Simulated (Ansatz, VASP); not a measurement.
## One calculation of Se, two programs

```
Se
1.0
     4.36620    0.00000    0.00000
    -2.18310    3.78124    0.00000
     0.00000    0.00000    4.95360
Se
3
Direct
  0.77460 0.77460 0.00000
  0.00000 0.22540 0.66667
  0.22540 0.00000 0.33333
```

Alike in both runs: task single point; functional r2SCAN; dispersion D3(BJ); k mesh 7 × 7 × 6; occupations fermi-dirac, width 0.05 eV; no spin polarisation.

```csv
,VASP,Ansatz
version,VASP 6.6.1,Ansatz 0.2.0
potentials or method,"VASP PAW PBE potentials, release 64 (Se)",Ansatz PAW
plane-wave cutoff (eV),520,500
valence electrons in the cell,18,48
```

Ansatz gave:

- gap on the k mesh at the Fermi level (eV): 1.46
- least direct gap on the mesh (eV): 1.71
- pressure (GPa): 0.4
- traceless stress, the component that is largest in VASP (GPa): 0.58
- rms of the force components (eV/Å): 0.029

Estimate VASP's values.

gap on the k mesh at the Fermi level (eV): 1.45; least direct gap on the mesh (eV): 1.70; pressure (GPa): 0.4; traceless stress, the component that is largest in VASP (GPa): 0.56; rms of the force components (eV/Å): 0.031.

VASP's potentials were made for PBE, not for r2SCAN. Atom by atom the forces differ by 0.002 eV/Å (rms over components). VASP's potentials hold 18 valence electrons a cell and Ansatz's 48, so a difference there can come from the potentials and not from the codes.

Noted on Ansatz's run: odd divisions of the mesh miss points on the zone boundary, where band edges often lie, so the gap on the mesh can be too wide.
